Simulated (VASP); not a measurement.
# InGaAs2 (P-4m2) in VASP: notebook

InGaAs2 is run at these levels: r2SCAN, LDA, PBEsol; tasks: relaxation of cell and atoms, single point.

Everything below comes from runs of VASP 6.6.1. Logs are shortened: lines on timing, memory, paths and dates and some standing lists are left out, and cuts for length are marked.

**1. The cell of the first run**

The structure is tetragonal, space group P-4m2 (No. 115). The conventional cell has a = 4.215 Å, b = 4.215 Å, c = 5.990 Å, α = 90.00°, β = 90.00°, γ = 90.00°. In (site symmetry -4m2) has 4 As at 2.65 Å within 3.5 Å. Within 3.3 Å of Ga (site symmetry -4m2) lie 4 As at 2.52 Å. As (site symmetry 2mm) has 2 Ga at 2.52 Å and 2 In at 2.65 Å within 3.3 Å.

**2. Relaxation of cell and atoms, r2SCAN**

POSCAR reads:

```
InGaAs2
1.0
    4.2150015842      0.0000000000      0.0000000000
    0.0000000000      4.2150015842      0.0000000000
    0.0000000000      0.0000000000      5.9898445654
In Ga As
1 1 2
Direct
    0.0000000000      0.0000000000      0.5000000000
    0.5000000000      0.5000000000      0.0000000000
    0.5000000000      0.0000000000      0.7694098611
    0.0000000000      0.5000000000      0.2305901389
```

INCAR.step1 reads:

```
PREC     = Accurate       # precision mode
ENCUT    = 600            # plane-wave cutoff, eV
ISMEAR   = -1             # smearing method
SIGMA    = 0.02           # smearing width, eV
LREAL    = False          # projectors in reciprocal space
LASPH    = True           # aspherical terms in the spheres
NELM     = 100            # most SCF steps
GGA      = PE             # functional
ALGO     = Normal         # electronic algorithm
EDIFF    = 1E-4           # SCF threshold, eV
LWAVE    = True           # write WAVECAR
LCHARG   = False          # write CHGCAR
```

INCAR.step2 reads:

```
PREC     = Accurate       # precision mode
ENCUT    = 600            # plane-wave cutoff, eV
EDIFF    = 1E-6           # SCF threshold, eV
ISMEAR   = -1             # smearing method
SIGMA    = 0.02           # smearing width, eV
LREAL    = False          # projectors in reciprocal space
LASPH    = True           # aspherical terms in the spheres
NELM     = 100            # most SCF steps
ALGO     = Normal         # electronic algorithm
ISIF     = 3              # what is computed and relaxed
LWAVE    = False          # write WAVECAR
LCHARG   = False          # write CHGCAR
METAGGA  = R2SCAN         # meta-GGA
LMIXTAU  = True         
IBRION   = 2              # ionic algorithm
NSW      = 80             # ionic steps
EDIFFG   = -0.005         # ionic threshold
ISTART   = 1
```

KPOINTS reads:

```
Automatic mesh
0
Gamma
  6 6 4
```

Potentials or basis: VASP PAW PBE potentials, release 64 (In_d, Ga_d, As).

Started as:

```
$ cat potpaw_PBE.64/In_d/POTCAR potpaw_PBE.64/Ga_d/POTCAR potpaw_PBE.64/As/POTCAR > POTCAR
$ cp INCAR.step1 INCAR
$ mpirun -np 1 vasp_std > vasp.out
$ cp INCAR.step2 INCAR
$ mpirun -np 1 vasp_std > vasp.out
```

OUTCAR:

```text
PREC = Accurate
   ENCUT = 600
   EDIFF = 1E-6
   ISMEAR = -1
   LREAL = False
   LASPH = True
   NELM = 100
   ISIF = 3
   METAGGA = R2SCAN
   IBRION = 2
   NSW = 80
   EDIFFG = -0.005
   ISTART = 1

 ion  position               nearest neighbor table
   1  0.000  0.000  0.500-   3 2.65   4 2.65   4 2.65   3 2.65
   2  0.500  0.500  0.000-   3 2.52   4 2.52   3 2.52   4 2.52
   3  0.500  0.000  0.769-   2 2.52   2 2.52   1 2.65   1 2.65
   4  0.000  0.500  0.231-   2 2.52   2 2.52   1 2.65   1 2.65

  LATTYP: Found a simple tetragonal cell.
 ALAT       =     4.2150015842
 C/A-ratio  =     1.4210776546

  Lattice vectors:

 A1 = (   4.2150015842,   0.0000000000,   0.0000000000)
 A2 = (   0.0000000000,   4.2150015842,   0.0000000000)
 A3 = (   0.0000000000,   0.0000000000,   5.9898445654)

Analysis of symmetry for initial positions (statically):
=====================================================================
 Subroutine PRICEL returns:
 Original cell was already a primitive cell.

 Routine SETGRP: Setting up the symmetry group for a
 simple tetragonal supercell.

 Subroutine GETGRP returns: Found  8 space group operations
 (whereof  8 operations were pure point group operations)
 out of a pool of 16 trial point group operations.

The static configuration has the point symmetry D_2d.

Analysis of symmetry for dynamics (positions and initial velocities):
=====================================================================
 Subroutine PRICEL returns:
 Original cell was already a primitive cell.

 Routine SETGRP: Setting up the symmetry group for a
 simple tetragonal supercell.

 Subroutine GETGRP returns: Found  8 space group operations
 (whereof  8 operations were pure point group operations)
 out of a pool of 16 trial point group operations.

The dynamic configuration has the point symmetry D_2d.

 Subroutine INISYM returns: Found  8 space group operations
 (whereof  8 operations are pure point group operations),
 and found     1 'primitive' translations

----------------------------------------------------------------------------------------

                                     Primitive cell

  volume of cell :     106.4170

  direct lattice vectors                    reciprocal lattice vectors
     4.215001584  0.000000000  0.000000000     0.237247835  0.000000000  0.000000000
     0.000000000  4.215001584  0.000000000     0.000000000  0.237247835  0.000000000
     0.000000000  0.000000000  5.989844565     0.000000000  0.000000000  0.166949240

  length of vectors
     4.215001584  4.215001584  5.989844565     0.237247835  0.237247835  0.166949240

  position of ions in fractional coordinates (direct lattice)
     0.000000000  0.000000000  0.500000000
     0.500000000  0.500000000  0.000000000
     0.500000000  0.000000000  0.769409861
     0.000000000  0.500000000  0.230590139

  ion indices of the primitive-cell ions
   primitive index   ion index
                 1           1
                 2           2
                 3           3
                 4           4

----------------------------------------------------------------------------------------

 KPOINTS: Automatic mesh

Automatic generation of k-mesh.
 Grid dimensions read from file:
 generate k-points for:    6    6    4

 Generating k-lattice:

  Cartesian coordinates                     Fractional coordinates (reciprocal lattice)
     0.039541306  0.000000000  0.000000000     0.166666667  0.000000000  0.000000000
     0.000000000  0.039541306  0.000000000     0.000000000  0.166666667  0.000000000
     0.000000000  0.000000000  0.041737310     0.000000000  0.000000000  0.250000000

  Length of vectors
     0.039541306  0.039541306  0.041737310

  Shift w.r.t. Gamma in fractional coordinates (k-lattice)
     0.000000000  0.000000000  0.000000000

 Subroutine IBZKPT returns following result:
 ===========================================

 Found     30 irreducible k-points:

 Following reciprocal coordinates:
            Coordinates               Weight
  0.000000  0.000000  0.000000      1.000000
  0.166667  0.000000  0.000000      4.000000
  0.333333  0.000000  0.000000      4.000000
  0.500000  0.000000  0.000000      2.000000
  0.166667  0.166667  0.000000      4.000000
  0.333333  0.166667  0.000000      8.000000
[... 16 lines left out ...]
  0.333333  0.000000  0.500000      4.000000
  0.500000  0.000000  0.500000      2.000000
 [... further k-points ...]
   k-points           NKPTS =     30   k-points in BZ     NKDIM =     30   number of bands    NBANDS=     22
   number of dos      NEDOS =    301   number of ions     NIONS =      4
   total plane-waves  NPLWV =  62208
   dimension x,y,z NGX =    36 NGY =   36 NGZ =   48
   dimension x,y,z NGXF=    72 NGYF=   72 NGZF=   96
   ions per type =               1   1   2
   NGX,Y,Z   is equivalent  to a cutoff of  14.20, 14.20, 13.32 a.u.
   NGXF,Y,Z  is equivalent  to a cutoff of  28.40, 28.40, 26.64 a.u.
 SYSTEM =  unknown system
   PREC   = accura    normal or accurate (medium, high low for compatibility)
   ISTART =      1    job   : 0-new  1-cont  2-samecut
   ICHARG =      0    charge: 1-file 2-atom 10-const
   ISPIN  =      1    spin polarized calculation?
   LNONCOLLINEAR =      F non collinear calculations
   LSORBIT =      F    spin-orbit coupling
   LASPH  =      T    aspherical Exc in radial PAW
   ENCUT  =  600.0 eV  44.10 Ry    6.64 a.u.   8.42  8.42 11.96*2*pi/ulx,y,z
   NELM   =    100;   NELMIN=  2; NELMDL=  0     # of ELM steps
   EDIFF  = 0.1E-05   stopping-criterion for ELM
   LREAL  =      F    real-space projection
   EDIFFG = -.5E-02   stopping-criterion for IOM
   NSW    =     80    number of steps for IOM
   IBRION =      2    ionic relax: 0-MD 1-quasi-New 2-CG
   NFREE  =      1    steps in history (QN), initial steepest desc. (CG)
   ISIF   =      3    stress and relaxation
   ISYM   =      2    0-nonsym 1-usesym 2-fastsym
   POTIM  = 0.5000    time-step for ionic-motion
   TEBEG  =    0.0;   TEEND  =   0.0 temperature during run
   PSTRESS=    0.0 pullay stress
   NELECT =      36.0000    total number of electrons
   NUPDOWN=      -1.0000    fix difference up-down
   EMIN   =  10.00;   EMAX   =-10.00  energy-range for DOS
   EFERMI =   0.00;   METHOD = LEGACY
   ISMEAR =    -1;   SIGMA  =   0.02  broadening in eV -4-tet -1-fermi 0-gaus
   EFERMI_NEDOS =   21; number of points for ismear=-14 and -15
   IALGO  =     38    algorithm
   IMIX   =      4    mixing-type and parameters
     AMIX     =   0.40;   BMIX     =  1.00
     AMIX_MAG =   1.60;   BMIX_MAG =  1.00
  volume/ion in A,a.u.               =      26.60       179.53
  Fermi-wavevector in a.u.,A,eV,Ry     =   1.140701  2.155613 17.703897  1.301200
  Thomas-Fermi vector in A             =   2.277403
   LORBIT       =      0    0 simple, 1 ext, 2 COOP (PROOUT), +10 PAW based schemes
   METAGGA = R2SCAN    functional components
   LHFCALC =     F    Hartree Fock is set to
   AEXX    =    0.0000 exact exchange contribution
   IVDW    =     0    specifies the selected vdW correction
   LEPSILON=     F    determine dielectric tensor
   LRPA    =     F    only Hartree local field effects (RPA)
 conjugate gradient relaxation of ions
 non-spin polarized calculation
  energy-cutoff  :      600.00
  volume of cell :      106.42
 maximum number of plane-waves:      3579
 NGX is ok and might be reduce to    36
   NGX = 17   NGY = 17   NGZ = 23

--------------------------------------- Ionic step        1  -------------------------------------------

 number of electron      36.0000005 magnetization

 Free energy of the ion-electron system (eV)
  ---------------------------------------------------
  ext. energy  EPLUGINS =         0.00000000
  ---------------------------------------------------
  free energy    TOTEN  =       -64.97857025 eV

  energy without entropy =      -64.97809902  energy(sigma->0) =      -64.97833464

------------------------ aborting loop because EDIFF is reached ----------------------------------------

  FORCE on cell =-STRESS in cart. coord.  units (eV):
  Direction    XX          YY          ZZ          XY          YZ          ZX
  --------------------------------------------------------------------------------------
  -------------------------------------------------------------------------------------
  Total       -1.5818944     -1.5818944     -1.5608098      0.0000000      0.0000000     -0.0000000
  in kB      -23.8164506    -23.8164506    -23.4990075      0.0000000      0.0000000     -0.0000000
  external PRESSURE =     -23.7106362 kB  Pullay stress =       0.0000000 kB
[... 95 lines left out ...]
  FREE ENERGIE OF THE ION-ELECTRON SYSTEM (eV)
  ---------------------------------------------------
  free  energy   TOTEN  =       -65.0120286719 eV

  energy  without entropy=      -65.0120243582  energy(sigma->0) =      -65.01202652

[... ionic steps 4 to 8 ...]

--------------------------------------- Ionic step        9  -------------------------------------------

 number of electron      35.9999986 magnetization

------------------------ aborting loop because EDIFF is reached ----------------------------------------

  FORCE on cell =-STRESS in cart. coord.  units (eV):
  Direction    XX          YY          ZZ          XY          YZ          ZX
  --------------------------------------------------------------------------------------
  -------------------------------------------------------------------------------------
  Total       -0.0226831     -0.0226831     -0.0189162      0.0000000      0.0000000      0.0000000
  in kB       -0.3556276     -0.3556276     -0.2965702      0.0000000      0.0000000      0.0000000
  external PRESSURE =      -0.3359418 kB  Pullay stress =       0.0000000 kB
[... 61 lines left out ...]
  energy  without entropy=      -65.0121574524  energy(sigma->0) =      -65.01215971

--------------------------------------- Ionic step       11  -------------------------------------------

 number of electron      35.9999986 magnetization

 Free energy of the ion-electron system (eV)
  ---------------------------------------------------
  ext. energy  EPLUGINS =         0.00000000
  ---------------------------------------------------
  free energy    TOTEN  =       -65.01216165 eV

  energy without entropy =      -65.01215704  energy(sigma->0) =      -65.01215935

 E-fermi :   4.0553     XC(G=0):  -9.8583

 val. band max:        3.9030466953   @ k =   0.0000   0.0000   0.0000
 cond. band min:       4.1933932510   @ k =   0.0000   0.0000   0.0000
 fundamental gap:      0.2903465557
 Fermi energy:         4.0552561709

 k-point     1 :       0.0000    0.0000    0.0000
  band No.  band energies     occupation
      1     -11.4579      2.00000
      2     -11.3830      2.00000
      3     -11.3830      2.00000
      4     -11.3430      2.00000
      5     -11.3063      2.00000
      6     -11.0492      2.00000
[... 574 lines left out ...]
      6     -11.0358      2.00000
[... 14 lines left out ...]
     21       8.5106      0.00000
     22       8.8534      0.00000

 [... further k-points ...]

------------------------ aborting loop because EDIFF is reached ----------------------------------------

  FORCE on cell =-STRESS in cart. coord.  units (eV):
  Direction    XX          YY          ZZ          XY          YZ          ZX
  --------------------------------------------------------------------------------------
  -------------------------------------------------------------------------------------
  Total       -0.0014851     -0.0014851      0.0071551      0.0000000      0.0000000      0.0000000
  in kB       -0.0233011     -0.0233011      0.1122594      0.0000000      0.0000000      0.0000000
  external PRESSURE =       0.0218857 kB  Pullay stress =       0.0000000 kB
[... 19 lines left out ...]
  FREE ENERGIE OF THE ION-ELECTRON SYSTEM (eV)
  ---------------------------------------------------
  free  energy   TOTEN  =       -65.0121616466 eV

  energy  without entropy=      -65.0121570440  energy(sigma->0) =      -65.01215935

 reached required accuracy - stopping structural energy minimisation
```

Run time: 36 min. Hardware: 1 thread of Intel Xeon 8259CL, shared host; peak memory 0.34 GiB.

What came out:

| Property | Result |
| --- | --- |
| Free energy | -65.0122 eV |
| Relaxed volume | 25.53 Å³/atom |
| Relaxed cell | a = 4.156 Å, b = 4.156 Å, c = 5.913 Å, α = 90.00°, β = 90.00°, γ = 90.00° |
| Space group after relaxing (to 0.1 Å) | P-4m2 (No. 115) |
| Energy gained by relaxing | 8.4 meV/atom |
| Ionic steps | 11 |
| Pressure after relaxing | 0.0 GPa |
| Band gap on the k mesh | 0.29 eV |

The path:
```csv
step,energy change (eV),largest force (eV/Å),pressure (GPa),volume (Å³)
1,0.0000,0.0039,-2.37,106.42
2,-0.0278,0.0538,1.19,100.47
3,-0.0335,0.0357,0.01,102.13
4,-0.0334,0.0347,-0.04,102.21
5,-0.0335,0.0164,-0.03,102.20
6,-0.0336,0.0037,-0.04,102.20
7,-0.0336,0.0192,-0.03,102.18
8,-0.0336,0.0034,-0.03,102.19
9,-0.0336,0.0018,-0.03,102.19
10,-0.0336,0.0002,0.02,102.10
11,-0.0336,0.0006,0.00,102.12
```

Final structure:
```
In Ga As
1.0
     4.15586    0.00000    0.00000
     0.00000    4.15586    0.00000
     0.00000    0.00000    5.91263
In Ga As
1 1 2
Direct
  0.00000 0.00000 0.50000
  0.50000 0.50000 0.00000
  0.50000 0.00000 0.76990
  0.00000 0.50000 0.23010
```

Levels at points of the mesh, in eV from the valence-band top:
| k point | band 15 | band 16 | band 17 | band 18 | band 19 | band 20 | band 21 | band 22 |
| --- | --- | --- | --- | --- | --- | --- | --- | --- |
| (0.00, 0.00, 0.00) | -2.61 | -0.16 | 0.00 | 0.00 | 0.29 | 1.84 | 2.16 | 4.13 |
| (0.50, 0.00, 0.00) | -3.27 | -2.99 | -1.50 | -0.87 | 2.37 | 3.50 | 5.24 | 5.38 |
| (0.50, 0.50, 0.00) | -2.73 | -2.56 | -2.56 | -2.37 | 1.77 | 1.77 | 1.94 | 2.27 |
| (0.00, 0.00, 0.50) | -1.95 | -1.95 | -1.24 | -1.24 | 2.17 | 2.29 | 3.21 | 3.67 |
| (0.50, 0.00, 0.50) | -1.47 | -1.13 | -1.10 | -0.77 | 0.92 | 1.48 | 4.61 | 4.95 |
| (0.50, 0.50, 0.50) | -3.33 | -3.25 | -3.13 | -3.13 | 4.59 | 4.68 | 4.75 | 4.75 |

Caveat: the PAW data sets were made with another functional, which shifts forces and pressure a little; spin-orbit coupling is left out, which moves the levels of the heavy elements.

(Continued in part 2 of 4.)
